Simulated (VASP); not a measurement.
Set up this calculation in VASP 6.6.1, as the native input.

```yaml
Task: single point
Functional: LDA
Potentials_or_basis: VASP PAW LDA potentials, release 64 (W_sv)
Cutoff: 520 eV
k_mesh: 14 × 14 × 14
Occupations: fermi-dirac, width 0.05 eV
Spin: no spin polarisation
Dipole_correction: no
Further_INCAR_settings: ALGO = Normal; EDIFF = 1e-06; NBANDS = 13
```

The structure of W lies in POSCAR:

```
W
1.0
    0.0000000000      2.0698140295      2.0698140295
    2.0698140295      0.0000000000      2.0698140295
    2.0698140295      2.0698140295      0.0000000000
W
1
Direct
    0.0000000000      0.0000000000      0.0000000000
```

This cell differs from its parent crystal: volume scaled by 1.06.

One way to write it, as run:

INCAR

```
  PREC = Accurate
  ENCUT = 520
  EDIFF = 1E-6
  ISMEAR = -1
  SIGMA = 0.05
  LREAL = False
  LASPH = True
  NELM = 100
  ALGO = Normal
  ISIF = 2
  LWAVE = False
  LCHARG = False
  GGA = CA
  NBANDS = 13
```

KPOINTS

```
Automatic mesh
0
Gamma
  14 14 14
```

Potentials or basis: VASP PAW LDA potentials, release 64 (W_sv).

Launch:

```sh
$ cat potpaw_LDA.64/W_sv/POTCAR > POTCAR
$ mpirun -np 1 vasp_std > vasp.out
```

It gave:

| Property | Result |
| --- | --- |
| Pressure | -28.9 GPa |
| Band gap on the k mesh | zero (band 7 reaches 12.11 eV, above the bottom of band 8 at 8.81 eV) |

Caveat: spin-orbit coupling is left out, which moves the levels of the heavy elements.

Run time: 12 s on 1 thread of Intel Xeon 6975P-C (shared host), peak memory 0.14 GiB.
